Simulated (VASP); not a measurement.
Runs of VASP 6.6.1 on InRu2. The structure is that of space group Fm-3m (No. 225), or close to it. The cells are those of the table. 

| task | spin | cell | cutoff (eV) | gap on the mesh (eV) | pressure (GPa) |
| --- | --- | --- | --- | --- | --- |
| single point | collinear, ferromagnetic start | a = 4.320 Å, angles 60.0°, 3 atoms | 520 | none | (a) |
| single point | off | a = 4.320 Å, angles 60.0°, 3 atoms | 520 | none | 0.3 |
| single point | off | a = 4.061 Å, angles 60.0°, 3 atoms | 520 | none | 40.5 |
| relaxation of cell and atoms | off | relaxed from a = 4.061 Å, angles 60.0°, 3 atoms | 600 | none | 0.0 |

Alike in all rows: level PBE; potentials or basis VASP PAW PBE potentials, release 64 (In_d, Ru_pv); k mesh 6 × 6 × 6; smearing gaussian 0.1 eV.

**Question.** Estimate the missing entries.

**Answer.** (a) 2.3.

Caveats: spin-orbit coupling is left out, which moves the levels of the heavy elements.

A k mesh can miss the band edges, and the runs leave out spin-orbit coupling on In, Ru.

A gap of «none» marks levels without a gap at the run's occupations.
